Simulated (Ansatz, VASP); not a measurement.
## Two plane-wave programs on Pb

Contents of INCAR:

```
PREC = Accurate
ENCUT = 520
EDIFF = 1E-6
ISMEAR = -1
SIGMA = 0.05
LREAL = False
LASPH = True
NELM = 60
ALGO = Fast
ISIF = 2
LWAVE = False
LCHARG = True
GGA = CA
LELF = True
LVHAR = True
NBANDS = 21
```

File KPOINTS:

```
regular mesh
0
Gamma
  9 9 5
```

Contents of POSCAR:

```
Pb
1.0
    3.0386068135     -1.7503199600      0.0000000000
    3.0386068135      1.7503199600      0.0000000000
   -2.1154626375      0.0000000000      6.0952248674
Pb
2
Direct
    0.9085084100      0.9085084100      0.7262922000
    0.0914915900      0.0914915900      0.2737078000
```

File input.yaml:

```yaml
crystal:
  lattice:
    - [3.0386068135, -1.75031996, 0.0]
    - [3.0386068135, 1.75031996, 0.0]
    - [-2.1154626375, 0.0, 6.0952248674]
  atoms:
    - { symbol: Pb, position: [0.90850841, 0.90850841, 0.7262922] }
    - { symbol: Pb, position: [0.09149159, 0.09149159, 0.2737078] }
hamiltonian:
  xc: lda
  pseudopotentials: { kind: paw }
kpoints:
  mp_grid: { grid: [9, 9, 5] }
scf:
  occupations: { method: fermi_dirac, width: 0.05 }
output:
  forces: true
  stress: true
  eigenvalues: true
  write_density: true
  write_potential: true
  elf: true
  volumetric_format: npy
```

Alike in both runs: task single point; functional LDA; k mesh 9 × 9 × 5; occupations fermi-dirac, width 0.05 eV; no spin polarisation.

|  | VASP | Ansatz |
| --- | --- | --- |
| version | VASP 6.6.1 | Ansatz 0.2.0 |
| potentials or method | VASP PAW LDA potentials, release 64 (Pb_d) | Ansatz PAW |
| plane-wave cutoff (eV) | 520 | 420 |
| valence electrons in the cell | 28 | 28 |

```csv
,VASP,Ansatz,Ansatz less VASP
gap on the k mesh at the Fermi level (eV),none,none,-
pressure (GPa),-3.2,-3.2,-0.03
"traceless stress, the component that is largest in VASP (GPa)",-0.09,-0.10,-0.003
rms of the force components (eV/Å),0.099,0.102,+0.0032
```

LDA's correlation is that of Perdew and Zunger in VASP and of Perdew and Wang (1992) in Ansatz. Atom by atom the forces differ by 0.003 eV/Å (rms over components). A gap of «none» marks a metal or a gap that the smearing closes.

Spin-orbit coupling is off throughout.
